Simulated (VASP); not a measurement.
Input of a VASP 6.6.1 run:

INCAR

```
SYSTEM = Sr3O
PREC = Accurate ; ENCUT = 600
EDIFF = 1E-6 ; ISMEAR = 0
SIGMA = 0.1 ; LREAL = .FALSE.
LASPH = .TRUE. ; NELM = 60
ALGO = Normal ; ISIF = 3
LWAVE = .FALSE. ; LCHARG = .FALSE.
GGA = PE ; IBRION = 2
NSW = 90 ; EDIFFG = -0.04
```

KPOINTS

```
regular mesh
0
G
  4 4 4
  0 0 0
```

POSCAR

```
Sr3O
1.0
    4.6680104780      0.0000000000      0.0000000000
    0.0000000000      4.6680104780      0.0000000000
    0.0000000000      0.0000000000      4.6200298455
Sr O
3 1
Direct
    0.0000000000      0.5000000000      0.5000000000
    0.5000000000      0.0000000000      0.5000000000
    0.5000000000      0.5000000000      0.0000000000
    0.0000000000      0.0000000000      0.0000000000
```

Potentials or basis: VASP PAW PBE potentials, release 64 (Sr_sv, O).

Command:

```sh
$ cat potpaw_PBE.64/Sr_sv/POTCAR potpaw_PBE.64/O/POTCAR > POTCAR
$ mpirun -np 1 vasp_std > vasp.out
```

Q: What does it give for the relaxed cell?

A: a = 5.266 Å, b = 5.266 Å, c = 5.176 Å, α = 90.00°, β = 90.00°, γ = 90.00°.

Q: What does it give for the band gap on the k mesh?

A: Zero (band 18 reaches 2.53 eV, above the bottom of band 19 at 1.42 eV).

Final structure:
```
CELL_PARAMETERS angstrom
5.26585 0.00000 0.00000
0.00000 5.26585 0.00000
0.00000 0.00000 5.17634
ATOMIC_POSITIONS crystal
Sr 0.00000 0.50000 0.50000
Sr 0.50000 0.00000 0.50000
Sr 0.50000 0.50000 0.00000
O 0.00000 0.00000 0.00000
```
